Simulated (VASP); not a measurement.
# Te3MoPt in VASP: further runs

Te3MoPt is run at these levels: PBE; tasks: single point.

Program: VASP 6.6.1. These are calculated values, not measurements. Logs are shortened: lines on timing, memory, paths and dates and some standing lists are left out, and cuts for length are marked.

**1. The cell of the first run**

It takes space group Cmmm (No. 65, orthorhombic). Conventional cell: a = 7.328 Å, b = 7.362 Å, c = 5.210 Å, α = 90.00°, β = 90.00°, γ = 90.00°. Within 3.4 Å of Te (site symmetry 2/m) lie 2 Pt at 2.60 Å. Te (site symmetry mmm) has 2 Pt at 2.60 Å within 3.4 Å. Mo (site symmetry mmm) has 12 Te at 3.66 to 3.68 Å and 8 Pt at 4.50 to 4.51 Å within 4.8 Å. Within 3.4 Å of Pt (site symmetry mmm) lie 6 Te at 2.60 Å.

The cell was generated, and may not be a known phase.

**2. Single point, PBE**

INCAR

```
ALGO = Normal
EDIFF = 1E-7
ENCUT = 520
GGA = PE
ISIF = 2
ISMEAR = 0
LASPH = True
LCHARG = False
LREAL = False
LWAVE = False
NBANDS = 29
NELM = 60
PREC = Accurate
SIGMA = 0.1
```

KPOINTS

```
k-points
0
Gamma
  4 4 4
```

POSCAR

```
Te3MoPt
1.0
    3.6641045842     -3.6811148250      0.0000000000
    3.6641045842      3.6811148250      0.0000000000
    0.0000000000      0.0000000000      5.2097049153
Te Mo Pt
3 1 1
Direct
    0.5000000000      0.0000000000      0.0000000000
    0.0000000000      0.5000000000      0.0000000000
    0.5000000000      0.5000000000      0.5000000000
    0.0000000000      0.0000000000      0.5000000000
    0.5000000000      0.5000000000      0.0000000000
```

Potentials or basis: VASP PAW PBE potentials, release 64 (Te, Mo_sv, Pt).

On the command line:

```
> cat potpaw_PBE.64/Te/POTCAR potpaw_PBE.64/Mo_sv/POTCAR potpaw_PBE.64/Pt/POTCAR > POTCAR
> mpirun -np 1 vasp_std > vasp.out
```

OUTCAR:

```text
EDIFF = 1E-7
   ENCUT = 520
   GGA = PE
   ISIF = 2
   ISMEAR = 0
   LASPH = True
   LREAL = False
   NELM = 60
   PREC = Accurate

 ion  position               nearest neighbor table
   1  0.500  0.000  0.000-   5 2.60   5 2.60   2 3.66   2 3.66   3 3.68   3 3.68   3 3.68   3 3.68
                             2 3.68   2 3.68
   2  0.000  0.500  0.000-   5 2.60   5 2.60   1 3.66   1 3.66   3 3.68   3 3.68   3 3.68   3 3.68
                             1 3.68   1 3.68
   3  0.500  0.500  0.500-   5 2.60   5 2.60   1 3.68   1 3.68   2 3.68   2 3.68   1 3.68   1 3.68
                             2 3.68   2 3.68
   4  0.000  0.000  0.500-
   5  0.500  0.500  0.000-   1 2.60   2 2.60   1 2.60   2 2.60   3 2.60   3 2.60

  LATTYP: Found a base centered orthorhombic cell.
 ALAT       =     7.3282091684
 B/A-ratio  =     1.0046424005
 C/A-ratio  =     0.7109110556

  Lattice vectors:

 A1 = (   3.6641045842,  -3.6811148250,   0.0000000000)
 A2 = (   3.6641045842,   3.6811148250,   0.0000000000)
 A3 = (   0.0000000000,   0.0000000000,   5.2097049153)

Analysis of symmetry for initial positions (statically):
=====================================================================
 Subroutine PRICEL returns:
 Original cell was already a primitive cell.

 Routine SETGRP: Setting up the symmetry group for a
 base centered orthorhombic supercell.

 Subroutine GETGRP returns: Found  8 space group operations
 (whereof  8 operations were pure point group operations)
 out of a pool of  8 trial point group operations.

The static configuration has the point symmetry D_2h.

Analysis of symmetry for dynamics (positions and initial velocities):
=====================================================================
 Subroutine PRICEL returns:
 Original cell was already a primitive cell.

 Routine SETGRP: Setting up the symmetry group for a
 base centered orthorhombic supercell.

 Subroutine GETGRP returns: Found  8 space group operations
 (whereof  8 operations were pure point group operations)
 out of a pool of  8 trial point group operations.

The dynamic configuration has the point symmetry D_2h.

 Subroutine INISYM returns: Found  8 space group operations
 (whereof  8 operations are pure point group operations),
 and found     1 'primitive' translations

----------------------------------------------------------------------------------------

                                     Primitive cell

  volume of cell :     140.5369

  direct lattice vectors                    reciprocal lattice vectors
     3.664104584 -3.681114825  0.000000000     0.136458987 -0.135828417  0.000000000
     3.664104584  3.681114825  0.000000000     0.136458987  0.135828417  0.000000000
     0.000000000  0.000000000  5.209704915     0.000000000  0.000000000  0.191949451

  length of vectors
     5.193868381  5.193868381  5.209704915     0.192536786  0.192536786  0.191949451

  position of ions in fractional coordinates (direct lattice)
     0.500000000  0.000000000  0.000000000
     0.000000000  0.500000000  0.000000000
     0.500000000  0.500000000  0.500000000
     0.000000000  0.000000000  0.500000000
     0.500000000  0.500000000  0.000000000

  ion indices of the primitive-cell ions
   primitive index   ion index
                 1           1
                 2           2
                 3           3
                 4           4
                 5           5

----------------------------------------------------------------------------------------

 KPOINTS: k-points

Automatic generation of k-mesh.
 Grid dimensions read from file:
 generate k-points for:    4    4    4

 Generating k-lattice:

  Cartesian coordinates                     Fractional coordinates (reciprocal lattice)
     0.034114747 -0.033957104  0.000000000     0.250000000  0.000000000  0.000000000
     0.034114747  0.033957104  0.000000000     0.000000000  0.250000000  0.000000000
     0.000000000  0.000000000  0.047987363     0.000000000  0.000000000  0.250000000

  Length of vectors
     0.048134197  0.048134197  0.047987363

  Shift w.r.t. Gamma in fractional coordinates (k-lattice)
     0.000000000  0.000000000  0.000000000

 Subroutine IBZKPT returns following result:
 ===========================================

 Found     21 irreducible k-points:

 Following reciprocal coordinates:
            Coordinates               Weight
  0.000000  0.000000  0.000000      1.000000
  0.250000  0.000000  0.000000      4.000000
  0.500000  0.000000  0.000000      2.000000
  0.250000  0.250000  0.000000      2.000000
  0.500000  0.250000  0.000000      4.000000
 -0.250000  0.250000  0.000000      2.000000
[... 13 lines left out ...]
 -0.250000  0.250000  0.500000      2.000000
  0.500000  0.500000  0.500000      1.000000
   k-points           NKPTS =     21   k-points in BZ     NKDIM =     21   number of bands    NBANDS=     29
   number of dos      NEDOS =    301   number of ions     NIONS =      5
[... 56 lines left out ...]

 Free energy of the ion-electron system (eV)
  ---------------------------------------------------
  ext. energy  EPLUGINS =         0.00000000
  ---------------------------------------------------
  free energy    TOTEN  =       -20.80930530 eV

  energy without entropy =      -20.77667553  energy(sigma->0) =      -20.79299042

 E-fermi :   6.6897     XC(G=0):  -9.9714

 val. band max:        6.6539556108   @ k =   0.5000   0.5000   0.2500
 cond. band min:       6.6946507665   @ k =   0.5000   0.5000   0.5000
 fundamental gap:      0.0406951557
 Fermi energy:         6.6896591083

 k-point     1 :       0.0000    0.0000    0.0000
  band No.  band energies     occupation
      1     -54.4469      2.00000
      2     -28.4924      2.00000
      3     -28.4903      2.00000
      4     -28.4894      2.00000
      5      -6.3967      2.00000
      6      -4.3196      2.00000
[... 21 lines left out ...]
     28       9.1134      0.00000
     29      12.5278      0.00000

 k-point     2 :       0.2500    0.0000    0.0000
  band No.  band energies     occupation
      1     -54.4469      2.00000
      2     -28.4925      2.00000
      3     -28.4903      2.00000
      4     -28.4895      2.00000
      5      -6.1587      2.00000
      6      -4.4390      2.00000
[... 21 lines left out ...]
     28      10.9049      0.00000
     29      11.8857      0.00000

 k-point     3 :       0.5000    0.0000    0.0000
  band No.  band energies     occupation
      1     -54.4469      2.00000
      2     -28.4926      2.00000
      3     -28.4903      2.00000
      4     -28.4896      2.00000
      5      -5.8306      2.00000
      6      -4.6564      2.00000
[... 21 lines left out ...]
     28      10.1537      0.00000
     29      12.0538      0.00000

 k-point     4 :       0.2500    0.2500    0.0000
  band No.  band energies     occupation
      1     -54.4469      2.00000
      2     -28.4926      2.00000
      3     -28.4903      2.00000
      4     -28.4896      2.00000
      5      -5.9102      2.00000
      6      -4.4469      2.00000
[... 21 lines left out ...]
     28      11.0288      0.00000
     29      11.7995      0.00000

 k-point     5 :       0.5000    0.2500    0.0000
  band No.  band energies     occupation
      1     -54.4469      2.00000
      2     -28.4927      2.00000
      3     -28.4903      2.00000
      4     -28.4897      2.00000
      5      -5.5655      2.00000
      6      -4.6024      2.00000
[... 21 lines left out ...]
     28      10.9953      0.00000
     29      11.3875      0.00000
[... 414 lines left out ...]
     28      11.5793      0.00000
     29      11.9984      0.00000

 k-point    19 :       0.5000    0.2500    0.5000
  band No.  band energies     occupation
      1     -54.4468      2.00000
      2     -28.4926      2.00000
      3     -28.4906      2.00000
      4     -28.4896      2.00000
      5      -4.8879      2.00000
      6      -4.5131      2.00000
[... 21 lines left out ...]
     28      12.2892      0.00000
     29      12.3343      0.00000

 k-point    20 :      -0.2500    0.2500    0.5000
  band No.  band energies     occupation
      1     -54.4469      2.00000
      2     -28.4925      2.00000
      3     -28.4906      2.00000
      4     -28.4896      2.00000
      5      -5.3118      2.00000
      6      -4.5503      2.00000
[... 21 lines left out ...]
     28      11.5774      0.00000
     29      11.9874      0.00000

 k-point    21 :       0.5000    0.5000    0.5000
  band No.  band energies     occupation
      1     -54.4469      2.00000
      2     -28.4927      2.00000
      3     -28.4906      2.00000
      4     -28.4897      2.00000
      5      -4.4898      2.00000
      6      -4.4681      2.00000
[... 21 lines left out ...]
     28      12.0128      0.00000
     29      12.0570      0.00000

------------------------ aborting loop because EDIFF is reached ----------------------------------------

  FORCE on cell =-STRESS in cart. coord.  units (eV):
  Direction    XX          YY          ZZ          XY          YZ          ZX
  --------------------------------------------------------------------------------------
  -------------------------------------------------------------------------------------
  Total       -0.0610753     -0.0967468     -0.4076871     -0.0000000      0.0000000      0.0000000
  in kB       -0.6962829     -1.1029531     -4.6477971     -0.0000000      0.0000000      0.0000000
  external PRESSURE =      -2.1490111 kB  Pullay stress =       0.0000000 kB

 VOLUME and BASIS-vectors are now :
 -----------------------------------------------------------------------------
  energy-cutoff  :      520.00
  volume of cell :      140.54
      direct lattice vectors                 reciprocal lattice vectors
     3.664104584 -3.681114825  0.000000000     0.136458987 -0.135828417  0.000000000
     3.664104584  3.681114825  0.000000000     0.136458987  0.135828417  0.000000000
     0.000000000  0.000000000  5.209704915     0.000000000  0.000000000  0.191949451

 POSITION                                       TOTAL-FORCE (eV/Angst)
 -----------------------------------------------------------------------------------
      1.83205     -1.84056      0.00000        -0.000000      0.000000      0.000000
      1.83205      1.84056      0.00000         0.000000      0.000000      0.000000
      3.66410      0.00000      2.60485         0.000000      0.000000      0.000000
      0.00000      0.00000      2.60485        -0.000000      0.000000      0.000000
      3.66410      0.00000      0.00000        -0.000000     -0.000000      0.000000
 -----------------------------------------------------------------------------------
    total drift:                               -0.000000     -0.000000     -0.000000

  FREE ENERGIE OF THE ION-ELECTRON SYSTEM (eV)
  ---------------------------------------------------
  free  energy   TOTEN  =       -20.8093053003 eV

  energy  without entropy=      -20.7766755334  energy(sigma->0) =      -20.79299042
```

It took 40 s on 1 thread of Intel Xeon 6975P-C (Granite Rapids), shared host; peak memory 0.29 GiB.

What came out:

| Quantity | Value |
| --- | --- |
| Free energy | -20.8093 eV |
| Pressure | -0.2 GPa |
| Band gap on the k mesh | zero (bands 21 and 22 overlap by 0.48 eV) |

Stress tensor (GPa, compression positive):
```
-0.07  0.00  0.00
 0.00 -0.11  0.00
 0.00  0.00 -0.46
```

Levels at points of the mesh, in eV from the Fermi level:
| k point | band 17 | band 18 | band 19 | band 20 | band 21 | band 22 | band 23 | band 24 | band 25 | band 26 |
| --- | --- | --- | --- | --- | --- | --- | --- | --- | --- | --- |
| (0.00, 0.00, 0.00) | -1.05 | -1.03 | -0.97 | -0.26 | -0.25 | -0.25 | -0.23 | -0.23 | -0.23 | -0.23 |
| (0.50, 0.00, 0.00) | -1.04 | -1.01 | -0.99 | -0.68 | -0.67 | -0.26 | -0.06 | 0.92 | 1.02 | 1.03 |
| (0.50, 0.50, 0.00) | -1.85 | -1.28 | -1.26 | -0.37 | -0.06 | 0.04 | 1.18 | 1.18 | 1.39 | 2.92 |
| (0.00, 0.00, 0.50) | -1.02 | -1.02 | -0.96 | -0.70 | -0.69 | -0.26 | -0.07 | 0.92 | 1.00 | 1.02 |
| (0.50, 0.00, 0.50) | -1.82 | -1.28 | -1.26 | -0.39 | -0.07 | 0.04 | 1.17 | 1.18 | 1.39 | 2.95 |
| (0.50, 0.50, 0.50) | -0.31 | -0.05 | -0.05 | -0.05 | 0.01 | 0.01 | 0.84 | 0.84 | 0.86 | 4.43 |

Caveat: spin-orbit coupling is left out, which moves the levels of the heavy elements.

**3. Single point, PBE, collinear spin**

INCAR

```
SYSTEM = Te3MoPt
  ALGO = Normal
  EDIFF = 1E-7
  ENCUT = 520
  GGA = PE
  ISIF = 2
  ISMEAR = 0
  ISPIN = 2
  LASPH = .TRUE.
  LCHARG = .FALSE.
  LMAXMIX = 4
  LORBIT = 11
  LREAL = .FALSE.
  LWAVE = .FALSE.
  MAGMOM = 0 0 0 1 0
  NBANDS = 33
  NELM = 150
  PREC = Accurate
  SIGMA = 0.1
```

KPOINTS

```
k-points
0
G
  4 4 4
  0 0 0
```

POSCAR

```
Te3MoPt
1.0
    5.1991472258      0.0000000000      0.0000000000
    0.0000000000      5.1991472258      0.0000000000
    0.0000000000      0.0000000000      5.1991472258
Te Mo Pt
3 1 1
Direct
    0.5000000000      0.0000000000      0.5000000000
    0.0000000000      0.5000000000      0.5000000000
    0.5000000000      0.5000000000      0.0000000000
    0.0000000000      0.0000000000      0.0000000000
    0.5000000000      0.5000000000      0.5000000000
```

Potentials or basis: VASP PAW PBE potentials, release 64 (Te, Mo_sv, Pt).

On the command line:

```
> cat potpaw_PBE.64/Te/POTCAR potpaw_PBE.64/Mo_sv/POTCAR potpaw_PBE.64/Pt/POTCAR > POTCAR
> mpirun -np 1 vasp_std > vasp.out
```

Wall time 53 s (1 thread of Intel Xeon 6975P-C (Granite Rapids), shared host); peak memory 0.32 GiB.

Results (log left out):

| Quantity | Value |
| --- | --- |
| Free energy | -21.7588 eV |
| Pressure | 3.5 GPa |
| Net moment | 2.88 μB per cell |
| Site moments | Te -0.22; Mo +3.35; Pt -0.08 μB |
| Valence electrons inside the program's atomic spheres | Te 3.34; Mo 11.93; Pt 9.65 |

Levels at points of the mesh, in eV from the Fermi level:
Spin up:
```
           k point  band 20  band 21  band 22  band 23  band 24  band 25
(0.00, 0.00, 0.00)    -1.27    -1.27    -0.89    -0.89    -0.89    -0.16
(0.50, 0.00, 0.00)    -1.23    -0.99    -0.60    -0.60     0.19     0.53
(0.50, 0.50, 0.00)    -1.35    -1.15    -0.98     0.68     0.68     1.34
(0.50, 0.50, 0.50)    -1.17    -1.17    -0.96     1.03     1.03     1.03
```
Spin down:
```csv
k point,band 17,band 18,band 19,band 20,band 21,band 22
"(0.00, 0.00, 0.00)",-1.22,-1.22,-0.66,-0.29,-0.29,-0.29
"(0.50, 0.00, 0.00)",-1.05,-0.82,-0.82,-0.77,-0.77,1.02
"(0.50, 0.50, 0.00)",-1.82,-1.03,-1.03,0.23,1.24,1.35
"(0.50, 0.50, 0.50)",0.33,0.67,0.67,0.67,1.28,1.28
```

Caveat: the cell stands under pressure; spin-orbit coupling is left out, which moves the levels of the heavy elements.

**4. Single point, PBE, collinear spin**

This run uses another cell than the first one, of 29.77 Å³/atom.

INCAR

```
ALGO     = Normal         # electronic algorithm
EDIFF    = 1E-6           # SCF threshold, eV
ENCUT    = 520            # plane-wave cutoff, eV
GGA      = PE             # functional
ISIF     = 2              # what is computed and relaxed
ISMEAR   = 0              # smearing method
ISPIN    = 2              # spin polarisation
LASPH    = True           # aspherical terms in the spheres
LCHARG   = True           # write CHGCAR
LELF     = True           # ELF
LMAXMIX  = 4              # l up to which the mixer works
LORBIT   = 11             # projections on sites
LREAL    = False          # projectors in reciprocal space
LVHAR    = True         
LWAVE    = False          # write WAVECAR
MAGMOM   = -0.19 -0.19 -0.19 4.09 0 # initial moments
NBANDS   = 33             # bands
NELM     = 150            # most SCF steps
PREC     = Accurate       # precision mode
SIGMA    = 0.1            # smearing width, eV
```

KPOINTS

```
k-points
0
Gamma
  8 8 8
```

Edit POSCAR of step 3 so:

```diff
@@ -2,5 +2,5 @@
 1.0
-    5.1991472258      0.0000000000      0.0000000000
-    0.0000000000      5.1991472258      0.0000000000
-    0.0000000000      0.0000000000      5.1991472258
+    5.2998616279      0.0000000000      0.0000000000
+    0.0000000000      5.2998616279      0.0000000000
+    0.0000000000      0.0000000000      5.2998616279
 Te Mo Pt
```

On the command line:

```
> cat potpaw_PBE.64/Te/POTCAR potpaw_PBE.64/Mo_sv/POTCAR potpaw_PBE.64/Pt/POTCAR > POTCAR
> mpirun -np 1 vasp_std > vasp.out
```

Run time: 4.5 min. Hardware: 1 thread of Intel Xeon Platinum 8259CL at 2.50GHz (Skylake/Cascade Lake), shared host; peak memory 0.47 GiB.

Results (log left out):

* Free energy: -21.6713 eV
* Pressure: -0.1 GPa
* Net moment: 3.08 μB per cell
* Site moments: Te -0.22; Mo +3.49; Pt -0.07 μB
* Valence electrons inside the program's atomic spheres: Te 3.30; Mo 11.94; Pt 9.51

Levels at points of the mesh, in eV from the Fermi level:
Spin up:
```tsv
k point	band 18	band 19	band 20	band 21	band 22	band 23	band 24	band 25	band 26	band 27
(0.00, 0.00, 0.00)	-1.24	-1.24	-1.23	-1.23	-0.82	-0.82	-0.82	-0.17	-0.17	-0.17
(0.50, 0.00, 0.00)	-1.37	-1.28	-1.17	-0.95	-0.53	-0.53	0.14	0.45	0.45	2.19
(0.50, 0.50, 0.00)	-1.63	-1.63	-1.28	-1.08	-0.97	0.59	0.59	1.19	2.22	3.04
(0.50, 0.50, 0.50)	-1.13	-1.12	-1.12	-1.12	-0.86	0.92	0.92	0.92	4.24	4.24
```
Spin down:
```tsv
k point	band 18	band 19	band 20	band 21	band 22	band 23
(0.00, 0.00, 0.00)	-1.17	-0.50	-0.31	-0.31	-0.31	1.15
(0.50, 0.00, 0.00)	-0.77	-0.77	-0.70	-0.70	1.23	1.51
(0.50, 0.50, 0.00)	-0.90	-0.90	0.22	1.42	1.50	2.13
(0.50, 0.50, 0.50)	0.54	0.54	0.54	1.44	1.44	1.44
```

Caveat: spin-orbit coupling is left out, which moves the levels of the heavy elements.

**5. Summary**

| spin | cell | k mesh | gap on the mesh (eV) | pressure (GPa) | moment (μB) |
| --- | --- | --- | --- | --- | --- |
| off | a = 5.194, b = 5.194, c = 5.210 Å, angles 90.0, 90.0, 90.3°, 5 atoms | 4 × 4 × 4 | none | -0.2 | - |
| collinear | a = 5.199 Å, 5 atoms | 4 × 4 × 4 | none | 3.5 | 2.88 |
| collinear | a = 5.300 Å, 5 atoms | 8 × 8 × 8 | none | -0.1 | 3.08 |

Alike in all rows: task single point; level PBE; potentials or basis VASP PAW PBE potentials, release 64 (Te, Mo_sv, Pt); cutoff (eV) 520; smearing gaussian 0.1 eV.

Caveats: spin-orbit coupling is left out, which moves the levels of the heavy elements; the cell stands under pressure (at least some runs).

Total energies depend on the potentials used, so only differences within one code and one set of settings carry meaning.

The gap in the log of VASP goes by the Fermi energy; the results here count the filled bands.